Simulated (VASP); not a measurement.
# Te (Pm-3n) in VASP: further runs, part 2 of 2

VASP 6.6.1.

## 3. Relaxation of cell and atoms, PBEsol

This run uses another cell than the first one, of 28.84 Å³/atom.

INCAR reads:

```
PREC = Accurate
ENCUT = 600
EDIFF = 1E-6
ISMEAR = -1
SIGMA = 0.1
LREAL = False
LASPH = True
NELM = 60
ALGO = Normal
ISIF = 3
LWAVE = False
LCHARG = False
GGA = PS
IBRION = 2
NSW = 80
EDIFFG = -0.01
```

KPOINTS reads:

```
regular mesh
0
Gamma
  4 4 4
```

POSCAR reads:

```
Te
1.0
    6.1330711348      0.0000000000      0.0000000000
    0.0000000000      6.1330711348      0.0000000000
    0.0000000000      0.0000000000      6.1330711348
Te
8
Direct
    0.0000000000      0.0000000000      0.0000000000
    0.5000000000      0.5000000000      0.5000000000
    0.2500000000      0.0000000000      0.5000000000
    0.7500000000      0.0000000000      0.5000000000
    0.5000000000      0.2500000000      0.0000000000
    0.5000000000      0.7500000000      0.0000000000
    0.0000000000      0.5000000000      0.2500000000
    0.0000000000      0.5000000000      0.7500000000
```

Potentials or basis: VASP PAW PBE potentials, release 64 (Te).

The run is started by

```
$ cat potpaw_PBE.64/Te/POTCAR > POTCAR
$ mpirun -np 1 vasp_std > vasp.out
```

OUTCAR:

```text
PREC = Accurate
   ENCUT = 600
   EDIFF = 1E-6
   ISMEAR = -1
   LREAL = False
   LASPH = True
   NELM = 60
   ISIF = 3
   GGA = PS
   IBRION = 2
   NSW = 80
   EDIFFG = -0.01

 ion  position               nearest neighbor table
   1  0.000  0.000  0.000-   3 3.43   4 3.43   5 3.43   6 3.43   7 3.43   8 3.43   3 3.43   4 3.43
                             7 3.43   8 3.43   5 3.43   6 3.43
   2  0.500  0.500  0.500-   3 3.43   4 3.43   5 3.43   6 3.43   7 3.43   8 3.43   5 3.43   6 3.43
                             3 3.43   4 3.43   7 3.43   8 3.43
   3  0.250  0.000  0.500-   4 3.07   4 3.07   1 3.43   1 3.43   2 3.43   2 3.43
   4  0.750  0.000  0.500-   3 3.07   3 3.07   1 3.43   1 3.43   2 3.43   2 3.43
   5  0.500  0.250  0.000-   6 3.07   6 3.07   1 3.43   2 3.43   2 3.43   1 3.43
   6  0.500  0.750  0.000-   5 3.07   5 3.07   1 3.43   2 3.43   2 3.43   1 3.43
   7  0.000  0.500  0.250-   8 3.07   8 3.07   1 3.43   2 3.43   1 3.43   2 3.43
   8  0.000  0.500  0.750-   7 3.07   7 3.07   1 3.43   2 3.43   1 3.43   2 3.43

  LATTYP: Found a simple cubic cell.
 ALAT       =     6.1330711348

  Lattice vectors:

 A1 = (   6.1330711348,   0.0000000000,   0.0000000000)
 A2 = (   0.0000000000,   6.1330711348,   0.0000000000)
 A3 = (   0.0000000000,   0.0000000000,   6.1330711348)

Analysis of symmetry for initial positions (statically):
=====================================================================
 Subroutine PRICEL returns:
 Original cell was already a primitive cell.

 Routine SETGRP: Setting up the symmetry group for a
 simple cubic supercell.

 Subroutine GETGRP returns: Found 48 space group operations
 (whereof 24 operations were pure point group operations)
 out of a pool of 48 trial point group operations.

The static configuration has the point symmetry T_h .
 The point group associated with its full space group is O_h .

Analysis of symmetry for dynamics (positions and initial velocities):
=====================================================================
 Subroutine PRICEL returns:
 Original cell was already a primitive cell.

 Routine SETGRP: Setting up the symmetry group for a
 simple cubic supercell.

 Subroutine GETGRP returns: Found 48 space group operations
[... 113 lines left out ...]
   NUPDOWN=      -1.0000    fix difference up-down
   EMIN   =  10.00;   EMAX   =-10.00  energy-range for DOS
   EFERMI =   0.00;   METHOD = LEGACY
   ISMEAR =    -1;   SIGMA  =   0.10  broadening in eV -4-tet -1-fermi 0-gaus
   EFERMI_NEDOS =   21; number of points for ismear=-14 and -15
   IALGO  =     38    algorithm
   IMIX   =      4    mixing-type and parameters
     AMIX     =   0.40;   BMIX     =  1.00
     AMIX_MAG =   1.60;   BMIX_MAG =  1.00
  volume/ion in A,a.u.               =      28.84       194.60
  Fermi-wavevector in a.u.,A,eV,Ry     =   0.970087  1.833198 12.804012  0.941068
  Thomas-Fermi vector in A             =   2.100193
   LORBIT       =      0    0 simple, 1 ext, 2 COOP (PROOUT), +10 PAW based schemes
   GGA     = PS    functional components
   LHFCALC =     F    Hartree Fock is set to
   AEXX    =    0.0000 exact exchange contribution
   IVDW    =     0    specifies the selected vdW correction
   LEPSILON=     F    determine dielectric tensor
   LRPA    =     F    only Hartree local field effects (RPA)
 conjugate gradient relaxation of ions
 non-spin polarized calculation
  energy-cutoff  :      600.00
  volume of cell :      230.69
 maximum number of plane-waves:      7809
 NGX is ok and might be reduce to    50
   NGX = 25   NGY = 25   NGZ = 25

--------------------------------------- Ionic step        1  -------------------------------------------

 number of electron      47.9999993 magnetization

 Free energy of the ion-electron system (eV)
  ---------------------------------------------------
  ext. energy  EPLUGINS =         0.00000000
  ---------------------------------------------------
  free energy    TOTEN  =       -25.09177045 eV

  energy without entropy =      -24.76991983  energy(sigma->0) =      -24.93084514

------------------------ aborting loop because EDIFF is reached ----------------------------------------

  FORCE on cell =-STRESS in cart. coord.  units (eV):
  Direction    XX          YY          ZZ          XY          YZ          ZX
  --------------------------------------------------------------------------------------
  -------------------------------------------------------------------------------------
  Total       -3.3601461     -3.3601461     -3.3601461     -0.0000000      0.0000000     -0.0000000
  in kB      -23.3364470    -23.3364470    -23.3364470     -0.0000000      0.0000000     -0.0000000
  external PRESSURE =     -23.3364470 kB  Pullay stress =       0.0000000 kB
[... 71 lines left out ...]
--------------------------------------- Ionic step        3  -------------------------------------------

 number of electron      48.0000008 magnetization

 Free energy of the ion-electron system (eV)
  ---------------------------------------------------
  ext. energy  EPLUGINS =         0.00000000
  ---------------------------------------------------
  free energy    TOTEN  =       -25.16500098 eV

  energy without entropy =      -24.85412404  energy(sigma->0) =      -25.00956251

 E-fermi :   8.0400     XC(G=0): -10.3195

 val. band max:        8.0052560538   @ k =   0.5000   0.2500   0.2500
 cond. band min:       8.0580976924   @ k =   0.2500   0.2500   0.0000
 fundamental gap:      0.0528416385
 Fermi energy:         8.0399914761

 k-point     1 :       0.0000    0.0000    0.0000
  band No.  band energies     occupation
      1      -6.0819      2.00000
      2      -3.6202      2.00000
      3      -3.6202      2.00000
      4      -3.4782      2.00000
      5      -1.8691      2.00000
      6      -1.8691      2.00000
[... 344 lines left out ...]
  FREE ENERGIE OF THE ION-ELECTRON SYSTEM (eV)
  ---------------------------------------------------
  free  energy   TOTEN  =       -25.1650009766 eV

  energy  without entropy=      -24.8541240440  energy(sigma->0) =      -25.00956251

 reached required accuracy - stopping structural energy minimisation
```

It took 4.7 min on 1 thread of Intel Xeon 8259CL, shared host; peak memory 0.39 GiB.

Results:

```
Free energy                           : -25.1650 eV
Relaxed volume                        : 27.63 Å³/atom
Relaxed cell                          : a = 6.046 Å, b = 6.046 Å, c = 6.046 Å, α = 90.00°, β = 90.00°, γ = 90.00°
Space group after relaxing (to 0.1 Å) : Pm-3n (No. 223)
Energy gained by relaxing             : 9.2 meV/atom
Ionic steps                           : 3
Pressure after relaxing               : 0.0 GPa
```

Step by step:
```csv
step,energy change (eV),largest force (eV/Å),pressure (GPa),volume (Å³)
1,0.0000,0.0000,-2.33,230.69
2,-0.0583,0.0000,1.19,216.95
3,-0.0732,0.0000,0.00,221.05
```

Final structure:
```
CELL_PARAMETERS angstrom
6.04640 0.00000 0.00000
0.00000 6.04640 0.00000
0.00000 0.00000 6.04640
ATOMIC_POSITIONS crystal
Te 0.00000 0.00000 0.00000
Te 0.50000 0.50000 0.50000
Te 0.25000 0.00000 0.50000
Te 0.75000 0.00000 0.50000
Te 0.50000 0.25000 0.00000
Te 0.50000 0.75000 0.00000
Te 0.00000 0.50000 0.25000
Te 0.00000 0.50000 0.75000
```

Caveat: the highest band is partly filled, so the run has too few bands; the PAW data sets were made with another functional, which shifts forces and pressure a little; spin-orbit coupling is left out, which moves the levels of the heavy elements.
